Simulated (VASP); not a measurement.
# N (P2_13) in VASP: further runs, part 2 of 2

VASP 6.6.1. Earlier steps stand in the parts before.

**3. Single point, PBEsol (45.52 Å³/atom)**

This run uses another cell than the first one, of 45.52 Å³/atom.

INCAR reads:

```
SYSTEM = N
  PREC = Accurate
  ENCUT = 520
  EDIFF = 1E-6
  ISMEAR = -1
  SIGMA = 0.02
  LREAL = .FALSE.
  LASPH = .TRUE.
  NELM = 60
  ALGO = Normal
  ISIF = 2
  LWAVE = .FALSE.
  LCHARG = .FALSE.
  GGA = PS
  NBANDS = 18
```

KPOINTS reads:

```
Automatic mesh
0
G
  4 4 4
  0 0 0
```

POSCAR reads:

```
N
1.0
    5.6677675797      0.0000000000      0.0000000000
    0.0000000000      5.6677675797      0.0000000000
    0.0000000000      0.0000000000      5.6677675797
N
4
Direct
    0.0300000000      0.0300000000      0.0300000000
    0.4700000000      0.9700000000      0.5300000000
    0.5300000000      0.4700000000      0.9700000000
    0.9700000000      0.5300000000      0.4700000000
```

Potentials or basis: VASP PAW PBE potentials, release 64 (N).

On the command line:

```
cat potpaw_PBE.64/N/POTCAR > POTCAR
mpirun -np 1 vasp_std > vasp.out
```

OUTCAR:

```text
SYSTEM = N
   PREC = Accurate
   ENCUT = 520
   EDIFF = 1E-6
   ISMEAR = -1
   LREAL = .FALSE.
   LASPH = .TRUE.
   NELM = 60
   ISIF = 2
   GGA = PS

 ion  position               nearest neighbor table
   1  0.030  0.030  0.030-
   2  0.470  0.970  0.530-
   3  0.530  0.470  0.970-
   4  0.970  0.530  0.470-

  LATTYP: Found a simple cubic cell.
 ALAT       =     5.6677675797

  Lattice vectors:

 A1 = (   5.6677675797,   0.0000000000,   0.0000000000)
 A2 = (   0.0000000000,   5.6677675797,   0.0000000000)
 A3 = (   0.0000000000,   0.0000000000,   5.6677675797)

Analysis of symmetry for initial positions (statically):
=====================================================================
 Subroutine PRICEL returns:
 Original cell was already a primitive cell.

 Routine SETGRP: Setting up the symmetry group for a
 simple cubic supercell.

 Subroutine GETGRP returns: Found 12 space group operations
 (whereof  3 operations were pure point group operations)
 out of a pool of 48 trial point group operations.

The static configuration has the point symmetry C_3 .
 The point group associated with its full space group is T   .

Analysis of symmetry for dynamics (positions and initial velocities):
=====================================================================
 Subroutine PRICEL returns:
 Original cell was already a primitive cell.

 Routine SETGRP: Setting up the symmetry group for a
 simple cubic supercell.

 Subroutine GETGRP returns: Found 12 space group operations
 (whereof  3 operations were pure point group operations)
 out of a pool of 48 trial point group operations.

The dynamic configuration has the point symmetry C_3 .
 The point group associated with its full space group is T   .

 Subroutine INISYM returns: Found 12 space group operations
 (whereof  3 operations are pure point group operations),
 and found     1 'primitive' translations

----------------------------------------------------------------------------------------

                                     Primitive cell

  volume of cell :     182.0690

  direct lattice vectors                    reciprocal lattice vectors
     5.667767580  0.000000000  0.000000000     0.176436310  0.000000000  0.000000000
     0.000000000  5.667767580  0.000000000     0.000000000  0.176436310  0.000000000
     0.000000000  0.000000000  5.667767580     0.000000000  0.000000000  0.176436310

  length of vectors
     5.667767580  5.667767580  5.667767580     0.176436310  0.176436310  0.176436310

  position of ions in fractional coordinates (direct lattice)
     0.030000000  0.030000000  0.030000000
     0.470000000  0.970000000  0.530000000
     0.530000000  0.470000000  0.970000000
     0.970000000  0.530000000  0.470000000

  ion indices of the primitive-cell ions
   primitive index   ion index
                 1           1
                 2           2
                 3           3
                 4           4

----------------------------------------------------------------------------------------

 KPOINTS: Automatic mesh

Automatic generation of k-mesh.
 Grid dimensions read from file:
 generate k-points for:    4    4    4

 Generating k-lattice:

  Cartesian coordinates                     Fractional coordinates (reciprocal lattice)
     0.044109078  0.000000000  0.000000000     0.250000000  0.000000000  0.000000000
     0.000000000  0.044109078  0.000000000     0.000000000  0.250000000  0.000000000
     0.000000000  0.000000000  0.044109078     0.000000000  0.000000000  0.250000000

  Length of vectors
     0.044109078  0.044109078  0.044109078

  Shift w.r.t. Gamma in fractional coordinates (k-lattice)
     0.000000000  0.000000000  0.000000000

 Subroutine IBZKPT returns following result:
 ===========================================

 Found     11 irreducible k-points:

 Following reciprocal coordinates:
            Coordinates               Weight
  0.000000  0.000000  0.000000      1.000000
  0.250000  0.000000  0.000000      6.000000
  0.500000  0.000000  0.000000      3.000000
  0.250000  0.250000  0.000000     12.000000
  0.500000  0.250000  0.000000      6.000000
 -0.250000  0.500000  0.000000      6.000000
  0.500000  0.500000  0.000000      3.000000
  0.250000  0.250000  0.250000      8.000000
  0.500000  0.250000  0.250000     12.000000
  0.500000  0.500000  0.250000      6.000000
  0.500000  0.500000  0.500000      1.000000
   k-points           NKPTS =     11   k-points in BZ     NKDIM =     11   number of bands    NBANDS=     18
   number of dos      NEDOS =    301   number of ions     NIONS =      4
   total plane-waves  NPLWV =  74088
   dimension x,y,z NGX =    42 NGY =   42 NGZ =   42
   dimension x,y,z NGXF=    84 NGYF=   84 NGZF=   84
   ions per type =               4
   NGX,Y,Z   is equivalent  to a cutoff of  12.32, 12.32, 12.32 a.u.
   NGXF,Y,Z  is equivalent  to a cutoff of  24.64, 24.64, 24.64 a.u.
 SYSTEM =  N
   PREC   = accura    normal or accurate (medium, high low for compatibility)
   ISTART =      0    job   : 0-new  1-cont  2-samecut
   ICHARG =      2    charge: 1-file 2-atom 10-const
   ISPIN  =      1    spin polarized calculation?
   LNONCOLLINEAR =      F non collinear calculations
   LSORBIT =      F    spin-orbit coupling
   LASPH  =      T    aspherical Exc in radial PAW
   ENCUT  =  520.0 eV  38.22 Ry    6.18 a.u.  10.54 10.54 10.54*2*pi/ulx,y,z
   NELM   =     60;   NELMIN=  2; NELMDL= -5     # of ELM steps
   EDIFF  = 0.1E-05   stopping-criterion for ELM
   LREAL  =      F    real-space projection
   EDIFFG = 0.1E-04   stopping-criterion for IOM
   NSW    =      0    number of steps for IOM
   IBRION =     -1    ionic relax: 0-MD 1-quasi-New 2-CG
   NFREE  =      0    steps in history (QN), initial steepest desc. (CG)
   ISIF   =      2    stress and relaxation
   ISYM   =      2    0-nonsym 1-usesym 2-fastsym
   POTIM  = 0.5000    time-step for ionic-motion
   TEBEG  =    0.0;   TEEND  =   0.0 temperature during run
   PSTRESS=    0.0 pullay stress
   NELECT =      20.0000    total number of electrons
   NUPDOWN=      -1.0000    fix difference up-down
   EMIN   =  10.00;   EMAX   =-10.00  energy-range for DOS
   EFERMI =   0.00;   METHOD = LEGACY
   ISMEAR =    -1;   SIGMA  =   0.02  broadening in eV -4-tet -1-fermi 0-gaus
   EFERMI_NEDOS =   21; number of points for ismear=-14 and -15
   IALGO  =     38    algorithm
   IMIX   =      4    mixing-type and parameters
     AMIX     =   0.40;   BMIX     =  1.00
     AMIX_MAG =   1.60;   BMIX_MAG =  1.00
  volume/ion in A,a.u.               =      45.52       307.17
  Fermi-wavevector in a.u.,A,eV,Ry     =   0.784042  1.481625  8.363804  0.614722
  Thomas-Fermi vector in A             =   1.888094
   LORBIT       =      0    0 simple, 1 ext, 2 COOP (PROOUT), +10 PAW based schemes
   GGA     = PS    functional components
   LHFCALC =     F    Hartree Fock is set to
   AEXX    =    0.0000 exact exchange contribution
   IVDW    =     0    specifies the selected vdW correction
   LEPSILON=     F    determine dielectric tensor
   LRPA    =     F    only Hartree local field effects (RPA)
 non-spin polarized calculation
  energy-cutoff  :      520.00
  volume of cell :      182.07
 maximum number of plane-waves:      4945
   NGX = 21   NGY = 21   NGZ = 21

 number of electron      19.9999998 magnetization

 Free energy of the ion-electron system (eV)
  ---------------------------------------------------
  ext. energy  EPLUGINS =         0.00000000
  ---------------------------------------------------
  free energy    TOTEN  =        -2.51289556 eV

  energy without entropy =       -2.47335396  energy(sigma->0) =       -2.49312476

 E-fermi :  -5.4686     XC(G=0):  -5.0655

 val. band max:       -5.4686596846   @ k =   0.5000   0.5000   0.0000
 cond. band min:      -5.4626151691   @ k =   0.2500   0.2500   0.0000
 fundamental gap:      0.0060445154
 Fermi energy:        -5.4686034718

 k-point     1 :       0.0000    0.0000    0.0000
  band No.  band energies     occupation
      1     -17.1268      2.00000
      2     -16.9333      2.00000
      3     -16.9333      2.00000
      4     -16.9333      2.00000
      5      -5.9297      2.00000
      6      -5.9297      2.00000
[... 208 lines left out ...]
      5      -6.0157      2.00000
      6      -6.0157      2.00000
[... 10 lines left out ...]
     17       4.1758      0.00000
     18       4.1758      0.00000

------------------------ aborting loop because EDIFF is reached ----------------------------------------

  FORCE on cell =-STRESS in cart. coord.  units (eV):
  Direction    XX          YY          ZZ          XY          YZ          ZX
  --------------------------------------------------------------------------------------
  -------------------------------------------------------------------------------------
  Total       -4.5934517     -4.5934517     -4.5934517      0.0000000      0.0000000      0.0000000
  in kB      -40.4216133    -40.4216133    -40.4216133      0.0000000      0.0000000      0.0000000
  external PRESSURE =     -40.4216133 kB  Pullay stress =       0.0000000 kB

 VOLUME and BASIS-vectors are now :
 -----------------------------------------------------------------------------
  energy-cutoff  :      520.00
  volume of cell :      182.07
      direct lattice vectors                 reciprocal lattice vectors
     5.667767580  0.000000000  0.000000000     0.176436310  0.000000000  0.000000000
     0.000000000  5.667767580  0.000000000     0.000000000  0.176436310  0.000000000
     0.000000000  0.000000000  5.667767580     0.000000000  0.000000000  0.176436310

 POSITION                                       TOTAL-FORCE (eV/Angst)
 -----------------------------------------------------------------------------------
      0.17003      0.17003      0.17003         0.222645      0.222645      0.222645
      2.66385      5.49773      3.00392        -0.222645     -0.222645      0.222645
      3.00392      2.66385      5.49773         0.222645     -0.222645     -0.222645
      5.49773      3.00392      2.66385        -0.222645      0.222645     -0.222645
 -----------------------------------------------------------------------------------
    total drift:                                0.000000      0.000000      0.000000

  FREE ENERGIE OF THE ION-ELECTRON SYSTEM (eV)
  ---------------------------------------------------
  free  energy   TOTEN  =        -2.5128955635 eV

  energy  without entropy=       -2.4733539586  energy(sigma->0) =       -2.49312476
```

OSZICAR:

```text
N       E                     dE             d eps       ncg     rms          rms(c)
DAV:   1     0.988005545769E+02    0.98801E+02   -0.71871E+03   396   0.832E+02
DAV:   2     0.672407260413E+01   -0.92076E+02   -0.90871E+02   620   0.166E+02
DAV:   3    -0.232592904110E+01   -0.90500E+01   -0.85761E+01   428   0.533E+01
DAV:   4    -0.261421855168E+01   -0.28829E+00   -0.28331E+00   444   0.987E+00
DAV:   5    -0.262010283038E+01   -0.58843E-02   -0.58718E-02   462   0.124E+00    0.193E+00
DAV:   6    -0.251326120993E+01    0.10684E+00   -0.30181E-01   408   0.258E+00    0.558E-01
DAV:   7    -0.250923131730E+01    0.40299E-02   -0.39583E-02   562   0.919E-01    0.334E-01
DAV:   8    -0.251050542035E+01   -0.12741E-02   -0.19310E-03   428   0.201E-01    0.145E-01
DAV:   9    -0.251282521798E+01   -0.23198E-02   -0.19178E-03   412   0.266E-01    0.249E-02
DAV:  10    -0.251285134443E+01   -0.26126E-04   -0.29950E-05   564   0.260E-02    0.150E-02
DAV:  11    -0.251289510219E+01   -0.43758E-04   -0.44258E-05   412   0.380E-02    0.300E-03
DAV:  12    -0.251289556346E+01   -0.46127E-06   -0.32511E-06   382   0.874E-03
   1 F= -.25128956E+01 E0= -.24931248E+01  d E =-.395416E-01
```

stdout:

```text
POSCAR found type information on POSCAR N
 POSCAR found :  1 types and       4 ions
 scaLAPACK will be used
 -----------------------------------------------------------------------------
|                                                                             |
|                                                                             |
|     You enforced a specific xc type in the INCAR file but a different       |
|     I HOPE YOU KNOW WHAT YOU ARE DOING!                                     |
|                                                                             |
 -----------------------------------------------------------------------------

 LDA part: xc-table for (Slater+PW92), standard interpolation
 POSCAR, INCAR and KPOINTS ok, starting setup
 FFT: planning ... GRIDC
 FFT: planning ... GRID_SOFT
 FFT: planning ... GRID
 WAVECAR not read
 entering main loop
```

Wall time 38 s (1 thread of Intel Xeon 8259CL, shared host); peak memory 0.25 GiB.

Results:

```yaml
Free_energy: -2.5129 eV
Pressure: -4.0 GPa
Largest_force: 0.386 eV/Å
Band_gap_on_the_k_mesh: zero (bands 10 and 11 overlap by 0.15 eV)
```

Forces on the atoms (eV/Å):
```
N    0.223  0.223  0.223
N   -0.223 -0.223  0.223
N    0.223 -0.223 -0.223
N   -0.223  0.223 -0.223
```

Levels at points of the mesh, in eV from the Fermi level:
| k point | band 8 | band 9 | band 10 | band 11 | band 12 | band 13 |
| --- | --- | --- | --- | --- | --- | --- |
| (0.00, 0.00, 0.00) | -0.03 | -0.03 | -0.03 | 0.01 | 0.01 | 0.06 |
| (0.50, 0.00, 0.00) | -0.25 | -0.16 | -0.16 | 0.02 | 0.02 | 0.14 |
| (0.50, 0.50, 0.00) | -0.31 | -0.14 | -0.14 | 0.00 | 0.00 | 0.17 |
| (0.50, 0.50, 0.50) | -0.55 | 0.15 | 0.15 | 0.15 | 0.15 | 0.17 |

Caveat: the cell stands under tension; the PAW data sets were made with another functional, which shifts forces and pressure a little.

**4. Single point, PBEsol (46.87 Å³/atom)**

This run uses another cell than the first one, of 46.87 Å³/atom.

INCAR reads:

```
SYSTEM = N
PREC = Accurate ; ENCUT = 520
EDIFF = 1E-6 ; ISMEAR = -1
SIGMA = 0.02 ; LREAL = .FALSE.
LASPH = .TRUE. ; NELM = 80
ALGO = Normal ; ISIF = 2
LWAVE = .FALSE. ; LCHARG = .FALSE.
GGA = PS ; NBANDS = 18
```

KPOINTS reads:

```
regular mesh
0
G
  4 4 4
  0 0 0
```

POSCAR reads:

```
N
1.0
    5.7233374722      0.0000000000      0.0000000000
    0.0000000000      5.7233374722      0.0000000000
    0.0000000000      0.0000000000      5.7233374722
N
4
Direct
    0.0300000000      0.0300000000      0.0300000000
    0.4700000000      0.9700000000      0.5300000000
    0.5300000000      0.4700000000      0.9700000000
    0.9700000000      0.5300000000      0.4700000000
```

On the command line:

```
cat potpaw_PBE.64/N/POTCAR > POTCAR
mpirun -np 1 vasp_std > vasp.out
```

Run time: 57 s. Hardware: 1 thread of Intel Xeon 8259CL, shared host; peak memory 0.31 GiB.

Results (log left out):

| Item | Value |
| --- | --- |
| Free energy | -2.3830 eV |
| Pressure | -3.8 GPa |
| Largest force | 0.366 eV/Å |
| Band gap on the k mesh | zero (bands 10 and 11 overlap by 0.14 eV) |

Forces in eV/Å, atoms in the order of the input:
```
N    0.212  0.212  0.212
N   -0.212 -0.212  0.212
N    0.212 -0.212 -0.212
N   -0.212  0.212 -0.212
```

Levels at points of the mesh, in eV from the Fermi level:
```
           k point  band 7  band 8  band 9  band 10  band 11  band 12  band 13  band 14
(0.00, 0.00, 0.00)   -0.44   -0.02   -0.02    -0.02     0.01     0.01     0.05     0.23
(0.50, 0.00, 0.00)   -0.24   -0.24   -0.15    -0.15     0.02     0.02     0.13     0.13
(0.50, 0.50, 0.00)   -0.29   -0.29   -0.13    -0.13     0.00     0.00     0.16     0.16
(0.50, 0.50, 0.50)   -0.52   -0.52    0.15     0.15     0.15     0.15     0.16     0.16
```

Caveat: the cell stands under tension; the PAW data sets were made with another functional, which shifts forces and pressure a little.

**5. Overview**

```csv
cell,gap on the mesh (eV),pressure (GPa),largest force (eV/Å)
"a = 5.611 Å, 4 atoms",none,-4.4,0.41
"a = 5.668 Å, 4 atoms",none,-4.0,0.39
"a = 5.723 Å, 4 atoms",none,-3.8,0.37
```

Alike in all rows: task single point; level PBEsol; potentials or basis VASP PAW PBE potentials, release 64 (N); no spin polarisation; k mesh 4 × 4 × 4; cutoff (eV) 520; smearing fermi-dirac 0.02 eV.

Caveats: the cell stands under tension; the PAW data sets were made with another functional, which shifts forces and pressure a little.

Total energies depend on the potentials used, so only differences within one code and one set of settings carry meaning.
